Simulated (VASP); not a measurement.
# Ba8Ti8O22F (a cell with a defect) in VASP: further runs

Runs on Ba8Ti8O22F (a cell with a defect). Level: PBE. Tasks: relaxation of the atoms.

Program: VASP 6.6.1. These are calculated values, not measurements. Logs are shortened: lines on timing, memory, paths and dates and some standing lists are left out, and cuts for length are marked.

### Step 1. The cell of the first run

The cell holds a defect, 39 atoms: a = 8.015 Å, b = 8.015 Å, c = 8.015 Å, α = 90.00°, β = 90.00°, γ = 90.00°.

### Step 2. Relaxation of the atoms, PBE

Contents of INCAR:

```
  PREC = Accurate
  ENCUT = 520
  EDIFF = 1E-6
  ISMEAR = -1
  SIGMA = 0.02
  LREAL = Auto
  LASPH = T
  NELM = 60
  ALGO = Normal
  ISIF = 2
  LWAVE = F
  LCHARG = F
  GGA = PE
  IBRION = 2
  NSW = 80
  EDIFFG = -0.03
  NELECT = 316.0
  LUSENCCL = F
```

Contents of KPOINTS:

```
Automatic mesh
0
Gamma
  2 2 2
```

Contents of POSCAR:

```
Ba8Ti8O22F
1.0
    8.0146000000      0.0000000000      0.0000000000
    0.0000000000      8.0146000000      0.0000000000
    0.0000000000      0.0000000000      8.0146000000
Ba Ti O F
8 8 22 1
Direct
    0.2453464000      0.2511174000      0.2427546000
    0.2509176000      0.2485324000      0.7472032000
    0.2463620000      0.7493810000      0.2415035000
    0.2489088000      0.7428225000      0.7481547000
    0.7499153000      0.2460980000      0.2518726000
    0.7489187000      0.2430140000      0.7545876000
    0.7444565000      0.7559229000      0.2490973000
    0.7465773000      0.7495800000      0.7462233000
    0.0028545000     -0.0029516000     -0.0027011000
   -0.0013054000      0.0039258000      0.4981107000
    0.0027996000      0.5019807000     -0.0032168000
   -0.0009973000      0.5015280000      0.4999385000
    0.5098515000     -0.0010050000     -0.0010562000
    0.4947334000     -0.0066835000      0.4966186000
    0.4991752000      0.4988192000      0.0023869000
    0.5020926000      0.5052692000      0.5019848000
    0.2589077000     -0.0025866000      0.0001213000
    0.0003327000      0.2441032000     -0.0043533000
   -0.0025648000     -0.0058104000      0.2498931000
    0.2469626000      0.0009632000      0.5032553000
   -0.0031171000      0.2505587000      0.5063932000
    0.0009015000      0.0026906000      0.7493900000
   -0.0030933000      0.7505206000      0.0011964000
    0.0027627000      0.5028319000      0.2483591000
    0.2484107000      0.4992128000      0.5000222000
    0.0015247000      0.7529175000      0.5062054000
    0.0008074000      0.5033430000      0.7507400000
    0.7530965000     -0.0040291000     -0.0080505000
    0.4963540000      0.2461321000      0.0026718000
    0.4969939000     -0.0023008000      0.2595950000
    0.7540362000      0.0014867000      0.5001315000
    0.4973057000      0.2463547000      0.4957449000
    0.5034686000      0.0002100000      0.7497085000
    0.7499846000      0.5007671000     -0.0022076000
    0.4976252000      0.7499019000     -0.0054214000
    0.4936201000      0.5006261000      0.2540525000
    0.7455303000      0.5016348000      0.5039472000
    0.4964193000      0.7495797000      0.4970810000
    0.2462256000      0.4976937000     -0.0081445000
```

Potentials or basis: VASP PAW PBE potentials, release 64 (Ba_sv, Ti_sv, O, F).

Command:

```bash
cat potpaw_PBE.64/Ba_sv/POTCAR potpaw_PBE.64/Ti_sv/POTCAR potpaw_PBE.64/O/POTCAR potpaw_PBE.64/F/POTCAR > POTCAR
mpirun -np 1 vasp_std > vasp.out
```

OUTCAR:

```text
PREC = Accurate
   ENCUT = 520
   EDIFF = 1E-6
   ISMEAR = -1
   LREAL = Auto
   LASPH = T
   NELM = 60
   ISIF = 2
   GGA = PE
   IBRION = 2
   NSW = 80
   EDIFFG = -0.03
   NELECT = 316.0

 ion  position               nearest neighbor table
   1  0.245  0.251  0.243-  29 2.78  18 2.79  24 2.80  17 2.82  39 2.82  36 2.82  32 2.86  19 2.86
                            25 2.86  30 2.87  20 2.89  21 2.90  11 3.42  15 3.43   9 3.43  10 3.47
   2  0.251  0.249  0.747-  20 2.79  39 2.80  21 2.81  22 2.81  32 2.82  25 2.82  18 2.83  33 2.84
                            29 2.84  17 2.86  27 2.86  10 3.45   9 3.47  14 3.47  11 3.48  12 3.48
   3  0.246  0.749  0.242-  17 2.78  23 2.78  24 2.78  19 2.80  36 2.81  35 2.82  30 2.83  39 2.84
                            38 2.87  25 2.88  26 2.89  20 2.91   9 3.40  11 3.40  15 3.44  14 3.46
   4  0.249  0.743  0.748-  27 2.76  39 2.77  26 2.77  25 2.79  35 2.81  38 2.83  20 2.85  23 2.86
                            17 2.87  22 2.88  33 2.90  11 3.40  16 3.41  12 3.42  14 3.46  15 3.46
   5  0.750  0.246  0.252-  31 2.79  32 2.81  19 2.83  30 2.84  21 2.84  29 2.85  18 2.87  37 2.88
                            34 2.88  24 2.89  28 2.89  36 2.89  10 3.41  13 3.43  12 3.48  14 3.48
   6  0.749  0.243  0.755-  28 2.75  33 2.77  22 2.79  18 2.79  31 2.81  21 2.81  29 2.84  34 2.84
                            37 2.89  32 2.89  27 2.90  13 3.37   9 3.44  10 3.45  15 3.49  11 3.50
   7  0.744  0.756  0.249-  30 2.77  19 2.79  38 2.81  31 2.82  28 2.82  23 2.84  35 2.84  36 2.87
                            34 2.87  37 2.89  24 2.90  26 2.91  13 3.37  14 3.40  16 3.45  15 3.47
   8  0.747  0.750  0.746-  37 2.78  28 2.79  33 2.80  26 2.81  35 2.82  31 2.82  38 2.83  34 2.84
                            27 2.84  23 2.86  22 2.88  16 3.39  13 3.42  14 3.45  12 3.46  15 3.49
   9  0.003  0.997  0.997-  23 1.98  18 1.98  22 1.99  28 2.00  19 2.03  17 2.05   3 3.40   1 3.43
                             6 3.44   4 3.47   2 3.47   7 3.48   8 3.49   5 3.50
  10  0.999  0.004  0.498-  31 1.96  21 1.98  20 1.99  19 1.99  26 2.01  22 2.01   5 3.41   6 3.45
                             2 3.45   1 3.47   7 3.48   8 3.49   3 3.51   4 3.52
  11  0.003  0.502  0.997-  39 1.95  27 1.97  23 1.99  24 2.02  34 2.03  18 2.07   4 3.40   3 3.40
                             1 3.42   2 3.48   8 3.49   6 3.50   5 3.53   7 3.54
  12  0.999  0.502  0.500-  25 2.00  27 2.01  21 2.01  26 2.02  24 2.02  37 2.03   4 3.42   8 3.46
                             2 3.48   5 3.48   3 3.49   1 3.49   7 3.52   6 3.53
  13  0.510  0.999  0.999-  28 1.95  29 1.98  33 2.00  35 2.00  17 2.01  30 2.09   6 3.37   7 3.37
                             8 3.42   5 3.43   3 3.50   2 3.52   1 3.52   4 3.55
  14  0.495  0.993  0.497-  30 1.90  38 1.95  20 1.99  32 2.03  33 2.03  31 2.08   7 3.40   8 3.45
                             3 3.46   4 3.46   2 3.47   5 3.48   1 3.52   6 3.53
  15  0.499  0.499  0.002-  34 2.01  35 2.01  36 2.02  29 2.03  39 2.03   1 3.43   3 3.44   4 3.46
                             7 3.47   5 3.48   6 3.49   2 3.49   8 3.49
  16  0.502  0.505  0.502-  37 1.95  38 1.96  36 1.99  25 2.03  32 2.08   8 3.39   4 3.41   7 3.45
                             2 3.49   5 3.50   3 3.52   6 3.53   1 3.56
  17  0.259  0.997  0.000-  13 2.01   9 2.05   3 2.78   1 2.82   2 2.86   4 2.87
  18  0.000  0.244  0.996-   9 1.98  11 2.07   1 2.79   6 2.79   2 2.83   5 2.87
  19  0.997  0.994  0.250-  10 1.99   9 2.03   7 2.79   3 2.80   5 2.83   1 2.86
  20  0.247  0.001  0.503-  14 1.99  10 1.99   2 2.79   4 2.85   1 2.89   3 2.91
  21  0.997  0.251  0.506-  10 1.98  12 2.01   2 2.81   6 2.81   5 2.84   1 2.90
  22  0.001  0.003  0.749-   9 1.99  10 2.01   6 2.79   2 2.81   8 2.88   4 2.88
[... 255 lines left out ...]
  ext. energy  EPLUGINS =         0.00000000
  ---------------------------------------------------
  free energy    TOTEN  =      -299.38053458 eV

  energy without entropy =     -299.35941405  energy(sigma->0) =     -299.36997431

------------------------ aborting loop because EDIFF is reached ----------------------------------------

  FORCE on cell =-STRESS in cart. coord.  units (eV):
  Direction    XX          YY          ZZ          XY          YZ          ZX
  --------------------------------------------------------------------------------------
  -------------------------------------------------------------------------------------
  Total       25.0430903     21.9417651     23.5066684     -0.1398602     -0.3355444     -0.6274959
  in kB       77.9386621     68.2867727     73.1570371     -0.4352705     -1.0442755     -1.9528817
  external PRESSURE =      73.1274906 kB  Pullay stress =       0.0000000 kB
[... 200 lines left out ...]
  FREE ENERGIE OF THE ION-ELECTRON SYSTEM (eV)
  ---------------------------------------------------
  free  energy   TOTEN  =      -300.6538403867 eV

  energy  without entropy=     -300.6332711029  energy(sigma->0) =     -300.64355574

[... ionic steps 4 to 11 ...]

--------------------------------------- Ionic step       12  -------------------------------------------

 number of electron     315.9999915 magnetization

------------------------ aborting loop because EDIFF is reached ----------------------------------------
[... 141 lines left out ...]
--------------------------------------- Ionic step       14  -------------------------------------------

 number of electron     315.9999913 magnetization

 Free energy of the ion-electron system (eV)
  ---------------------------------------------------
  ext. energy  EPLUGINS =         0.00000000
  ---------------------------------------------------
  free energy    TOTEN  =      -300.93168196 eV

  energy without entropy =     -300.92186048  energy(sigma->0) =     -300.92677122

 E-fermi :   6.2740     XC(G=0): -11.1670

 val. band max:        6.2536854631   @ k =   0.0000   0.0000   0.0000
 cond. band min:       6.2851327008   @ k =   0.5000   0.5000   0.5000
 fundamental gap:      0.0314472377
 Fermi energy:         6.2740399567

 k-point     1 :       0.0000    0.0000    0.0000
  band No.  band energies     occupation
      1     -52.2188      2.00000
      2     -52.1381      2.00000
      3     -52.1139      2.00000
      4     -52.0926      2.00000
      5     -52.0589      2.00000
      6     -52.0577      2.00000
[... 1373 lines left out ...]
    169       7.4276      0.00000
    170       7.4298      0.00000
 [bands above 170 left out]

------------------------ aborting loop because EDIFF is reached ----------------------------------------

  FORCE on cell =-STRESS in cart. coord.  units (eV):
  Direction    XX          YY          ZZ          XY          YZ          ZX
  --------------------------------------------------------------------------------------
  -------------------------------------------------------------------------------------
  Total       27.5989469     22.7763315     25.6235704      0.0017007      0.0035775     -0.2458664
  in kB       85.8929536     70.8840954     79.7452219      0.0052929      0.0111339     -0.7651810
  external PRESSURE =      78.8407570 kB  Pullay stress =       0.0000000 kB
[... 54 lines left out ...]
  FREE ENERGIE OF THE ION-ELECTRON SYSTEM (eV)
  ---------------------------------------------------
  free  energy   TOTEN  =      -300.9316819628 eV

  energy  without entropy=     -300.9218604844  energy(sigma->0) =     -300.92677122

 reached required accuracy - stopping structural energy minimisation
```

Wall time 22 min (1 × NVIDIA H100 80GB with 1 thread of AMD EPYC 7R13 (Zen 3), shared host); peak memory 1.8 GiB.

What came out:

```
Free energy                  : -300.9317 eV
Energy gained by relaxing    : 39.8 meV/atom
Ionic steps                  : 14
Largest force after relaxing : 0.030 eV/Å
```

Forces on the atoms (eV/Å):
```
Ba  -0.007  0.005 -0.002
Ba  -0.007  0.004 -0.010
Ba  -0.002 -0.001 -0.002
Ba  -0.001 -0.009 -0.009
Ba   0.004 -0.005  0.004
Ba   0.005 -0.008  0.000
Ba  -0.004  0.013  0.001
Ba  -0.003  0.008 -0.009
Ti  -0.001  0.002  0.007
Ti  -0.010 -0.006  0.003
Ti   0.017 -0.008 -0.007
Ti   0.029  0.002  0.009
Ti  -0.006 -0.006 -0.012
Ti  -0.001 -0.009  0.004
Ti  -0.026  0.006  0.006
Ti   0.000  0.003  0.007
O   -0.013 -0.002 -0.002
O   -0.005  0.001  0.003
O    0.000 -0.001  0.010
O   -0.001 -0.003  0.000
O   -0.003 -0.012 -0.006
O    0.004 -0.004 -0.004
O   -0.004  0.006  0.000
O   -0.006 -0.002  0.011
O    0.005 -0.001 -0.005
O   -0.007  0.007 -0.001
O    0.009  0.002 -0.005
O    0.001  0.003  0.002
O   -0.003 -0.007 -0.003
O   -0.002  0.010 -0.002
O    0.005  0.002 -0.007
O    0.003 -0.008  0.005
O   -0.002 -0.001 -0.006
O    0.004  0.004 -0.010
O   -0.002  0.012  0.012
O    0.010 -0.004 -0.003
O    0.007 -0.005  0.011
O    0.013  0.007 -0.002
F    0.000  0.006  0.012
```

The path:
```
step  energy change (eV)  largest force (eV/Å)  pressure (GPa)
   1              0.0000                4.1028            7.31
   2             -1.2231                2.2313            8.01
   3             -1.2733                1.1008            7.75
   4             -1.4684                0.3205            7.90
   5             -1.4746                0.4661            7.95
   6             -1.5232                0.2242            7.94
   7             -1.5278                0.2473            7.94
   8             -1.5430                0.1173            7.89
   9             -1.5437                0.1056            7.88
  10             -1.5483                0.0709            7.88
  11             -1.5488                0.0824            7.88
  12             -1.5505                0.0432            7.88
  13             -1.5506                0.0493            7.88
  14             -1.5511                0.0300            7.88
```

Final structure:
```
Ba Ti O F
1.0
     8.01460    0.00000    0.00000
     0.00000    8.01460    0.00000
     0.00000    0.00000    8.01460
Ba Ti O F
8 8 22 1
Cartesian
  1.9758 1.9535 2.0227
  1.9698 1.9537 5.9811
  1.9747 6.0499 2.0229
  1.9685 6.0515 5.9805
  6.0298 1.9489 2.0270
  6.0291 1.9516 5.9793
  6.0315 6.0535 2.0283
  6.0306 6.0529 5.9804
  8.0146 8.0083 8.0104
  8.0104 8.0101 3.9996
  7.8974 4.0006 8.0027
  8.0041 4.0015 4.0191
  3.9959 8.0082 7.9912
  4.0019 8.0101 4.0155
  4.1255 4.0013 0.0904
  3.9907 4.0031 3.9055
  2.0037 8.0091 8.0100
  0.0042 2.0207 8.0112
  8.0136 8.0103 1.9979
  2.0007 8.0115 4.0028
  8.0115 2.0037 4.0028
  8.0125 8.0103 6.0078
  0.0045 5.9810 8.0120
  0.0022 4.0016 1.9814
  2.0334 4.0017 4.0570
  8.0132 6.0027 4.0020
  0.0005 4.0019 6.0293
  5.9992 8.0084 8.0093
  3.9857 2.0646 7.9533
  3.9992 8.0065 1.9941
  6.0023 8.0096 4.0034
  3.9974 2.0323 4.0399
  3.9984 8.0114 6.0058
  5.9846 4.0006 7.9734
  3.9853 5.9375 7.9477
  4.0003 4.0046 1.9838
  5.9770 4.0039 4.0437
  3.9949 5.9726 4.0442
  2.0238 4.0001 7.9745
```

Caveat: the k points lie up to 0.39 Å⁻¹ apart, too coarse for converged energies and pressures of a metal; the cell carries a net charge on a neutralising background, which shifts energy and pressure; the cell is charged against a uniform background, so pressure and absolute levels hang on convention; spin-orbit coupling is left out, which moves the levels of the heavy elements; semilocal functionals often make such compounds metallic where correlation or magnetic order opens a gap, which also shifts bond lengths.

[end of part 1 of 2]
